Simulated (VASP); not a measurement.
# SiO2 (I-42d) in VASP: notebook

SiO2 is run at these levels: r2SCAN; tasks: single point.

Program: VASP 6.6.1. These are calculated values, not measurements. Logs are shortened: lines on timing, memory, paths and dates and some standing lists are left out, and cuts for length are marked.

### 1 The cell of the first run

Symmetry: I-42d, No. 122, tetragonal system. Conventional cell: a = 4.941 Å, b = 4.941 Å, c = 7.315 Å, α = 90.00°, β = 90.00°, γ = 90.00°. Si (site symmetry -4) has 4 O at 1.61 Å within 2.1 Å. Within 2.1 Å of O (site symmetry 2) lie 2 Si at 1.61 Å.

### 2 Single point, r2SCAN

POSCAR

```
SiO2
1.0
   -2.4707381321      2.4707381321      3.6574521011
    2.4707381321     -2.4707381321      3.6574521011
    2.4707381321      2.4707381321     -3.6574521011
Si O
2 4
Direct
    0.0000000000      0.0000000000      0.0000000000
    0.7500000000      0.2500000000      0.5000000000
    0.9737773674      0.6250000000      0.8487773674
    0.3750000000      0.2237773674      0.3487773674
    0.7762226326      0.1250000000      0.1512226326
    0.8750000000      0.0262226326      0.6512226326
```

INCAR.step1

```
  PREC = Accurate
  ENCUT = 660
  ISMEAR = 0
  SIGMA = 0.02
  LREAL = F
  LASPH = T
  NELM = 120
  NBANDS = 25
  GGA = PE
  ALGO = Normal
  EDIFF = 1E-5
  LWAVE = T
  LCHARG = F
  GGA_COMPAT = F
```

INCAR.step2

```
  PREC = Accurate
  ENCUT = 660
  EDIFF = 1E-6
  ISMEAR = 0
  SIGMA = 0.02
  LREAL = F
  LASPH = T
  NELM = 120
  ALGO = Normal
  ISIF = 2
  LWAVE = F
  LCHARG = F
  METAGGA = R2SCAN
  LMIXTAU = T
  NBANDS = 25
  ISTART = 1
  GGA_COMPAT = F
```

KPOINTS

```
regular mesh
0
Gamma
  8 8 8
```

Potentials or basis: VASP PAW PBE potentials, release 64 (Si, O).

Run with:

```console
$ cat potpaw_PBE.64/Si/POTCAR potpaw_PBE.64/O/POTCAR > POTCAR
$ cp INCAR.step1 INCAR
$ mpirun -np 1 vasp_std > vasp.out
$ cp INCAR.step2 INCAR
$ mpirun -np 1 vasp_std > vasp.out
```

OUTCAR:

```text
PREC = Accurate
   ENCUT = 660
   EDIFF = 1E-6
   ISMEAR = 0
   LREAL = F
   LASPH = T
   NELM = 120
   ISIF = 2
   METAGGA = R2SCAN
   ISTART = 1

 ion  position               nearest neighbor table
   1  0.000  0.000  0.000-   3 1.61   4 1.61   5 1.61   6 1.61   2 3.07   2 3.07   2 3.07   2 3.07

   2  0.750  0.250  0.500-   3 1.61   4 1.61   5 1.61   6 1.61   1 3.07   1 3.07   1 3.07   1 3.07

   3  0.974  0.625  0.849-   1 1.61   2 1.61
   4  0.375  0.224  0.349-   1 1.61   2 1.61
   5  0.776  0.125  0.151-   1 1.61   2 1.61
   6  0.875  0.026  0.651-   1 1.61   2 1.61

  LATTYP: Found a body centered tetragonal cell.
 ALAT       =     4.9414762642
 C/A-ratio  =     1.4803074650

  Lattice vectors:

 A1 = (  -2.4707381321,   2.4707381321,   3.6574521011)
 A2 = (   2.4707381321,  -2.4707381321,   3.6574521011)
 A3 = (   2.4707381321,   2.4707381321,  -3.6574521011)

Analysis of symmetry for initial positions (statically):
=====================================================================
 Subroutine PRICEL returns:
 Original cell was already a primitive cell.

 Routine SETGRP: Setting up the symmetry group for a
 body centered tetragonal supercell.

 Subroutine GETGRP returns: Found  8 space group operations
 (whereof  4 operations were pure point group operations)
 out of a pool of 16 trial point group operations.

The static configuration has the point symmetry S_4 .
 The point group associated with its full space group is D_2d.

Analysis of symmetry for dynamics (positions and initial velocities):
=====================================================================
 Subroutine PRICEL returns:
 Original cell was already a primitive cell.

 Routine SETGRP: Setting up the symmetry group for a
 body centered tetragonal supercell.

 Subroutine GETGRP returns: Found  8 space group operations
 (whereof  4 operations were pure point group operations)
 out of a pool of 16 trial point group operations.

The dynamic configuration has the point symmetry S_4 .
 The point group associated with its full space group is D_2d.

 Subroutine INISYM returns: Found  8 space group operations
 (whereof  4 operations are pure point group operations),
 and found     1 'primitive' translations

----------------------------------------------------------------------------------------

                                     Primitive cell

  volume of cell :      89.3084

  direct lattice vectors                    reciprocal lattice vectors
    -2.470738132  2.470738132  3.657452101     0.000000000  0.202368674  0.136707190
     2.470738132 -2.470738132  3.657452101     0.202368674  0.000000000  0.136707190
     2.470738132  2.470738132 -3.657452101     0.202368674  0.202368674  0.000000000

  length of vectors
     5.058265484  5.058265484  5.058265484     0.244216986  0.244216986  0.286192524

  position of ions in fractional coordinates (direct lattice)
     0.000000000  0.000000000  0.000000000
     0.750000000  0.250000000  0.500000000
     0.973777367  0.625000000  0.848777367
     0.375000000  0.223777367  0.348777367
     0.776222633  0.125000000  0.151222633
     0.875000000  0.026222633  0.651222633

  ion indices of the primitive-cell ions
   primitive index   ion index
                 1           1
                 2           2
                 3           3
                 4           4
                 5           5
                 6           6

----------------------------------------------------------------------------------------

 KPOINTS: regular mesh

Automatic generation of k-mesh.
 Grid dimensions read from file:
 generate k-points for:    8    8    8

 Generating k-lattice:

  Cartesian coordinates                     Fractional coordinates (reciprocal lattice)
     0.000000000  0.025296084  0.017088399     0.125000000  0.000000000 -0.000000000
     0.025296084  0.000000000  0.017088399     0.000000000  0.125000000 -0.000000000
     0.025296084  0.025296084  0.000000000     0.000000000  0.000000000  0.125000000

  Length of vectors
     0.030527123  0.030527123  0.035774065

  Shift w.r.t. Gamma in fractional coordinates (k-lattice)
     0.000000000  0.000000000  0.000000000

 Subroutine IBZKPT returns following result:
 ===========================================

 Found     59 irreducible k-points:

 Following reciprocal coordinates:
            Coordinates               Weight
  0.000000  0.000000  0.000000      1.000000
  0.125000  0.000000 -0.000000      8.000000
  0.250000  0.000000 -0.000000      8.000000
  0.375000  0.000000 -0.000000      8.000000
  0.500000  0.000000 -0.000000      4.000000
  0.125000  0.125000 -0.000000      8.000000
[... 16 lines left out ...]
  0.250000  0.125000  0.125000     16.000000
  0.375000  0.125000  0.125000      8.000000
 [... further k-points ...]
   k-points           NKPTS =     59   k-points in BZ     NKDIM =     59   number of bands    NBANDS=     25
   number of dos      NEDOS =    301   number of ions     NIONS =      6
   total plane-waves  NPLWV =  74088
   dimension x,y,z NGX =    42 NGY =   42 NGZ =   42
   dimension x,y,z NGXF=    84 NGYF=   84 NGZF=   84
   ions per type =               2   4
   NGX,Y,Z   is equivalent  to a cutoff of  13.80, 13.80, 13.80 a.u.
   NGXF,Y,Z  is equivalent  to a cutoff of  27.61, 27.61, 27.61 a.u.
 SYSTEM =  unknown system
   PREC   = accura    normal or accurate (medium, high low for compatibility)
   ISTART =      1    job   : 0-new  1-cont  2-samecut
   ICHARG =      0    charge: 1-file 2-atom 10-const
   ISPIN  =      1    spin polarized calculation?
   LNONCOLLINEAR =      F non collinear calculations
   LSORBIT =      F    spin-orbit coupling
   LASPH  =      T    aspherical Exc in radial PAW
   ENCUT  =  660.0 eV  48.51 Ry    6.96 a.u.  10.60 10.60 10.60*2*pi/ulx,y,z
   NELM   =    120;   NELMIN=  2; NELMDL=  0     # of ELM steps
   EDIFF  = 0.1E-05   stopping-criterion for ELM
   LREAL  =      F    real-space projection
   EDIFFG = 0.1E-04   stopping-criterion for IOM
   NSW    =      0    number of steps for IOM
   IBRION =     -1    ionic relax: 0-MD 1-quasi-New 2-CG
   NFREE  =      0    steps in history (QN), initial steepest desc. (CG)
   ISIF   =      2    stress and relaxation
   ISYM   =      2    0-nonsym 1-usesym 2-fastsym
   POTIM  = 0.5000    time-step for ionic-motion
   TEBEG  =    0.0;   TEEND  =   0.0 temperature during run
   PSTRESS=    0.0 pullay stress
   NELECT =      32.0000    total number of electrons
   NUPDOWN=      -1.0000    fix difference up-down
   EMIN   =  10.00;   EMAX   =-10.00  energy-range for DOS
   EFERMI =   0.00;   METHOD = LEGACY
   ISMEAR =     0;   SIGMA  =   0.02  broadening in eV -4-tet -1-fermi 0-gaus
   EFERMI_NEDOS =   21; number of points for ismear=-14 and -15
   IALGO  =     38    algorithm
   IMIX   =      4    mixing-type and parameters
     AMIX     =   0.40;   BMIX     =  1.00
     AMIX_MAG =   1.60;   BMIX_MAG =  1.00
  volume/ion in A,a.u.               =      14.88       100.45
  Fermi-wavevector in a.u.,A,eV,Ry     =   1.162771  2.197318 18.395567  1.352036
  Thomas-Fermi vector in A             =   2.299328
   LORBIT       =      0    0 simple, 1 ext, 2 COOP (PROOUT), +10 PAW based schemes
   METAGGA = R2SCAN    functional components
   LHFCALC =     F    Hartree Fock is set to
   AEXX    =    0.0000 exact exchange contribution
   IVDW    =     0    specifies the selected vdW correction
   LEPSILON=     F    determine dielectric tensor
   LRPA    =     F    only Hartree local field effects (RPA)
 non-spin polarized calculation
 Gauss-broadening in eV      SIGMA  =   0.02
  energy-cutoff  :      660.00
  volume of cell :       89.31
 maximum number of plane-waves:      3462
   NGX = 21   NGY = 21   NGZ = 21

 number of electron      32.0000002 magnetization

 Free energy of the ion-electron system (eV)
  ---------------------------------------------------
  ext. energy  EPLUGINS =         0.00000000
  ---------------------------------------------------
  free energy    TOTEN  =       -59.61962099 eV

  energy without entropy =      -59.61962099  energy(sigma->0) =      -59.61962099

 E-fermi :  -0.7259     XC(G=0):  -8.6217

 val. band max:       -0.8587787212   @ k =   0.0000   0.0000   0.0000
 cond. band min:       5.7055161365   @ k =   0.0000   0.0000   0.0000
 fundamental gap:      6.5642948577
 Fermi energy:        -0.7259402183

 k-point     1 :       0.0000    0.0000    0.0000
  band No.  band energies     occupation
      1     -21.0552      2.00000
      2     -19.0063      2.00000
      3     -19.0063      2.00000
      4     -18.9491      2.00000
      5     -10.1408      2.00000
      6      -6.4572      2.00000
[... 17 lines left out ...]
     24      12.9827      0.00000
     25      13.5000      0.00000

 k-point     2 :       0.1250    0.0000   -0.0000
  band No.  band energies     occupation
      1     -21.0077      2.00000
      2     -19.0721      2.00000
      3     -19.0090      2.00000
      4     -18.9645      2.00000
      5     -10.0201      2.00000
      6      -6.4905      2.00000
[... 17 lines left out ...]
     24      12.9484      0.00000
     25      13.6673      0.00000

 k-point     3 :       0.2500    0.0000   -0.0000
  band No.  band energies     occupation
      1     -20.8763      2.00000
      2     -19.2723      2.00000
      3     -19.0151      2.00000
      4     -18.9760      2.00000
      5      -9.7041      2.00000
      6      -6.6302      2.00000
[... 17 lines left out ...]
     24      13.2096      0.00000
     25      13.4762      0.00000

 k-point     4 :       0.3750    0.0000   -0.0000
  band No.  band energies     occupation
      1     -20.7055      2.00000
      2     -19.5132      2.00000
      3     -19.0201      2.00000
      4     -18.9846      2.00000
      5      -9.3360      2.00000
      6      -6.8341      2.00000
[... 17 lines left out ...]
     24      12.9355      0.00000
     25      14.0755      0.00000

 k-point     5 :       0.5000    0.0000   -0.0000
  band No.  band energies     occupation
      1     -20.6121      2.00000
      2     -19.6351      2.00000
      3     -19.0218      2.00000
      4     -18.9883      2.00000
      5      -9.1579      2.00000
      6      -6.9451      2.00000
[... 17 lines left out ...]
     24      13.3944      0.00000
     25      13.5938      0.00000

 k-point     6 :       0.1250    0.1250   -0.0000
  band No.  band energies     occupation
      1     -20.9312      2.00000
      2     -19.1816      2.00000
      3     -19.0145      2.00000
      4     -18.9799      2.00000
      5      -9.8273      2.00000
      6      -6.5861      2.00000
[... 17 lines left out ...]
     24      13.0752      0.00000
     25      13.8948      0.00000
[... 393 lines left out ...]
 k-point    21 :       0.5000    0.5000   -0.0000
  band No.  band energies     occupation
      1     -20.1457      2.00000
      2     -20.1457      2.00000
      3     -19.0180      2.00000
      4     -19.0180      2.00000
      5      -8.1906      2.00000
      6      -8.1905      2.00000
[... 17 lines left out ...]
     24      11.7988      0.00000
     25      13.4045      0.00000

 k-point    22 :       0.1250    0.1250    0.1250
  band No.  band energies     occupation
      1     -20.7566      2.00000
      2     -19.4397      2.00000
      3     -19.0218      2.00000
      4     -18.9820      2.00000
      5      -9.4341      2.00000
      6      -6.9640      2.00000
[... 17 lines left out ...]
     24      12.8945      0.00000
     25      13.4753      0.00000

 k-point    23 :       0.2500    0.1250    0.1250
  band No.  band energies     occupation
      1     -20.5829      2.00000
      2     -19.6633      2.00000
      3     -19.0268      2.00000
      4     -18.9930      2.00000
      5      -9.0654      2.00000
      6      -7.2337      2.00000
[... 17 lines left out ...]
     24      12.9920      0.00000
     25      13.5905      0.00000

 k-point    24 :       0.3750    0.1250    0.1250
  band No.  band energies     occupation
      1     -20.4805      2.00000
      2     -19.7863      2.00000
      3     -19.0282      2.00000
      4     -18.9979      2.00000
      5      -8.8682      2.00000
      6      -7.3898      2.00000
[... 17 lines left out ...]
     24      13.3356      0.00000
     25      13.7659      0.00000

 [... further k-points ...]
[... 5 lines left out ...]
  --------------------------------------------------------------------------------------
  -------------------------------------------------------------------------------------
  Total       -0.0394791     -0.0394791     -0.0313236      0.0000000      0.0000000      0.0000000
  in kB       -0.7082481     -0.7082481     -0.5619402      0.0000000      0.0000000      0.0000000
  external PRESSURE =      -0.6594788 kB  Pullay stress =       0.0000000 kB

 VOLUME and BASIS-vectors are now :
 -----------------------------------------------------------------------------
  energy-cutoff  :      660.00
  volume of cell :       89.31
      direct lattice vectors                 reciprocal lattice vectors
    -2.470738132  2.470738132  3.657452101     0.000000000  0.202368674  0.136707190
     2.470738132 -2.470738132  3.657452101     0.202368674  0.000000000  0.136707190
     2.470738132  2.470738132 -3.657452101     0.202368674  0.202368674  0.000000000

 POSITION                                       TOTAL-FORCE (eV/Angst)
 -----------------------------------------------------------------------------------
      0.00000      0.00000      0.00000         0.000000     -0.000000     -0.000000
      0.00000      2.47074      1.82873         0.000000     -0.000000      0.000000
      1.23537      2.95884      2.74309         0.000000     -0.006115     -0.000000
      0.48811      1.23537      0.91436        -0.006115     -0.000000     -0.000000
     -1.23537      1.98263      2.74309         0.000000      0.006115      0.000000
     -0.48811      3.70611      0.91436         0.006115      0.000000      0.000000
 -----------------------------------------------------------------------------------
    total drift:                                0.000000      0.000000     -0.000001

  FREE ENERGIE OF THE ION-ELECTRON SYSTEM (eV)
  ---------------------------------------------------
  free  energy   TOTEN  =       -59.6196209886 eV

  energy  without entropy=      -59.6196209886  energy(sigma->0) =      -59.61962099
```

It took 14 min on 1 thread of Oxide Virtual Turin-like, shared host; peak memory 0.32 GiB.

What came out:

```
Free energy            : -59.6196 eV
Pressure               : -0.1 GPa
Largest force          : 0.006 eV/Å
Band gap on the k mesh : 6.56 eV
```

Forces on the atoms (eV/Å):
```
Si   0.000  0.000  0.000
Si   0.000  0.000  0.000
O    0.000 -0.006  0.000
O   -0.006  0.000  0.000
O    0.000  0.006  0.000
O    0.006  0.000  0.000
```

Levels at points of the mesh, in eV from the valence-band top:
| k point | band 14 | band 15 | band 16 | band 17 | band 18 | band 19 |
| --- | --- | --- | --- | --- | --- | --- |
| (0.00, 0.00, 0.00) | -0.71 | 0.00 | 0.00 | 6.56 | 9.70 | 11.74 |
| (0.50, 0.00, 0.00) | -0.79 | -0.49 | -0.15 | 9.08 | 9.61 | 10.52 |
| (0.50, 0.50, 0.00) | -0.98 | -0.34 | -0.34 | 9.88 | 9.89 | 11.22 |
| (0.50, 0.50, 0.50) | -1.50 | -0.31 | -0.31 | 9.64 | 9.64 | 11.11 |

Caveat: the PAW data sets were made with another functional, which shifts forces and pressure a little. A k mesh can miss the band edges.

[end of part 1 of 2]
